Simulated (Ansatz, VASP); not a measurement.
# InSe: VASP beside Ansatz

INCAR

```
SYSTEM = InSe
PREC = Accurate ; ENCUT = 520
EDIFF = 1E-7 ; ISMEAR = -1
SIGMA = 0.02 ; LREAL = .FALSE.
LASPH = .TRUE. ; NELM = 80
ALGO = Normal ; ISIF = 2
LWAVE = .FALSE. ; LCHARG = .TRUE.
GGA = PE ; LELF = .TRUE.
LVHAR = .TRUE. ; NBANDS = 48
```

Contents of KPOINTS:

```
Automatic mesh
0
G
  9 9 3
  0 0 0
```

Contents of POSCAR:

```
InSe
1.0
    4.0500000000      0.0000000000      0.0000000000
   -2.0250000000      3.5074028853      0.0000000000
    0.0000000000      0.0000000000     16.9300000000
In Se
4 4
Direct
    0.6666666667      0.3333333333      0.8430000000
    0.3333333333      0.6666666667      0.3430000000
    0.6666666667      0.3333333333      0.6570000000
    0.3333333333      0.6666666667      0.1570000000
    0.6666666667      0.3333333333      0.3980000000
    0.3333333333      0.6666666667      0.8980000000
    0.6666666667      0.3333333333      0.1020000000
    0.3333333333      0.6666666667      0.6020000000
```

Input for Ansatz:

```yaml
crystal:
  lattice:
    - [4.05, 0.0, 0.0]
    - [-2.025, 3.5074028853, 0.0]
    - [0.0, 0.0, 16.93]
  atoms:
    - { symbol: In, position: [0.6666666667, 0.3333333333, 0.843] }
    - { symbol: In, position: [0.3333333333, 0.6666666667, 0.343] }
    - { symbol: In, position: [0.6666666667, 0.3333333333, 0.657] }
    - { symbol: In, position: [0.3333333333, 0.6666666667, 0.157] }
    - { symbol: Se, position: [0.6666666667, 0.3333333333, 0.398] }
    - { symbol: Se, position: [0.3333333333, 0.6666666667, 0.898] }
    - { symbol: Se, position: [0.6666666667, 0.3333333333, 0.102] }
    - { symbol: Se, position: [0.3333333333, 0.6666666667, 0.602] }
hamiltonian:
  xc: pbe
kpoints:
  mp_grid: { grid: [9, 9, 3] }
scf:
  occupations: { method: fermi_dirac, width: 0.02 }
  convergence: { dr2_threshold: 1.0e-09 }
basis:
  ecutwfc: 600
output:
  eigenvalues: true
  forces: true
  stress: true
```

Alike in both runs: task single point; functional PBE; k mesh 9 × 9 × 3; occupations fermi-dirac, width 0.02 eV; no spin polarisation.

|  | VASP | Ansatz |
| --- | --- | --- |
| version | VASP 6.6.1 | Ansatz 0.2.0 |
| potentials or method | VASP PAW PBE potentials, release 64 (In_d, Se), cutoff 520 eV | scalar-relativistic, plane waves, PAW |
| valence electrons in the cell | 76 | 116 |

VASP gave:

```
gap on the k mesh at the Fermi level (eV)                     : none
pressure (GPa)                                                : 7.6
traceless stress, the component that is largest in VASP (GPa) : -5.78
rms of the force components (eV/Å)                            : 1.443
```

Task: Estimate Ansatz's values.

Result: gap on the k mesh at the Fermi level (eV): none; pressure (GPa): 7.6; traceless stress, the component that is largest in VASP (GPa): -5.75; rms of the force components (eV/Å): 1.434.

Atom by atom the forces differ by 0.010 eV/Å (rms over components). A gap of «none» marks a metal or a gap that the smearing closes. With one functional, cell and mesh, what is left measures potentials, basis and numerics. VASP's potentials hold 76 valence electrons a cell and Ansatz's 116, so a difference there can come from the potentials and not from the codes. Ansatz's warnings: stress scf threshold loose.
